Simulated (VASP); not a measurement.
A run of VASP 6.6.1 is set up as follows.

The input INCAR:

```
  PREC = Accurate
  ENCUT = 520
  EDIFF = 1E-7
  ISMEAR = 0
  SIGMA = 0.1
  LREAL = False
  LASPH = True
  NELM = 80
  ALGO = Fast
  ISIF = 2
  LWAVE = False
  LCHARG = True
  GGA = PE
  LELF = True
  LVHAR = True
  NBANDS = 43
```

The input KPOINTS:

```
Automatic mesh
0
Gamma
  8 8 8
```

The input POSCAR:

```
Y2Zr
1.0
    0.0000000000      4.4435230313      4.4435230313
    4.4435230313      0.0000000000      4.4435230313
    4.4435230313      4.4435230313      0.0000000000
Y Zr
4 2
Direct
    0.1250000000      0.1250000000      0.1250000000
    0.6250000000      0.1250000000      0.1250000000
    0.1250000000      0.1250000000      0.6250000000
    0.1250000000      0.6250000000      0.1250000000
    0.5000000000      0.5000000000      0.5000000000
    0.7500000000      0.7500000000      0.7500000000
```

Potentials or basis: VASP PAW PBE potentials, release 64 (Y_sv, Zr_sv).

The run is started by

```sh
$ cat potpaw_PBE.64/Y_sv/POTCAR potpaw_PBE.64/Zr_sv/POTCAR > POTCAR
$ mpirun -np 1 vasp_std > vasp.out
```

(1) Predict the band gap on the k mesh.

(2) What does it give for the pressure?

Answers

(1) zero (bands 34 and 35 overlap by 0.33 eV).

(2) -0.1 GPa.
